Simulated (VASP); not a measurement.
Set up this calculation in VASP 6.6.1, as the native input.

```yaml
Task: single point
Functional: PBE
Potentials_or_basis: VASP PAW PBE potentials, release 64 (Ca_sv, Al, O)
Cutoff: 520 eV
k_mesh: 8 × 8 × 8
Occupations: gaussian, width 0.1 eV
Spin: no spin polarisation
Dipole_correction: no
Further_INCAR_settings: ALGO = Normal; EDIFF = 1e-06; NBANDS = 34
```

The structure of Ca4AlO lies in POSCAR:

```
Ca4AlO
1.0
    0.0000000000      4.5422778193      4.5422778193
    4.5422778193      0.0000000000      4.5422778193
    4.5422778193      4.5422778193      0.0000000000
Ca Al O
4 1 1
Direct
    0.3746016004      0.8761951987      0.3746016004
    0.3746016004      0.3746016004      0.3746016004
    0.8761951987      0.3746016004      0.3746016004
    0.3746016004      0.3746016004      0.8761951987
    0.0000000000      0.0000000000      0.0000000000
    0.7500000000      0.7500000000      0.7500000000
```

The cell was built from a structure type or drawn by symmetry, and may not be a known phase.

These files were run (other wordings do the same):

INCAR

```
SYSTEM = Ca4AlO
PREC = Accurate ; ENCUT = 520
EDIFF = 1E-6 ; ISMEAR = 0
SIGMA = 0.1 ; LREAL = .FALSE.
LASPH = .TRUE. ; NELM = 80
ALGO = Normal ; ISIF = 2
LWAVE = .FALSE. ; LCHARG = .FALSE.
GGA = PE ; NBANDS = 34
```

KPOINTS

```
regular mesh
0
G
  8 8 8
  0 0 0
```

Potentials or basis: VASP PAW PBE potentials, release 64 (Ca_sv, Al, O).

The run is started by

```bash
$ cat potpaw_PBE.64/Ca_sv/POTCAR potpaw_PBE.64/Al/POTCAR potpaw_PBE.64/O/POTCAR > POTCAR
$ mpirun -np 1 vasp_std > vasp.out
```

It gave:

```yaml
Pressure: 0.0 GPa
Band_gap_on_the_k_mesh: zero (an odd number of electrons rules out a gap without spin polarisation)
```

Caveat: an odd number of electrons without spin polarisation forces a metal; a magnetic or distorted state may lie lower.

Wall time 5.5 min on 1 thread of Oxide Virtual Turin-like Processor, with other jobs on the host, peak memory 0.37 GiB.
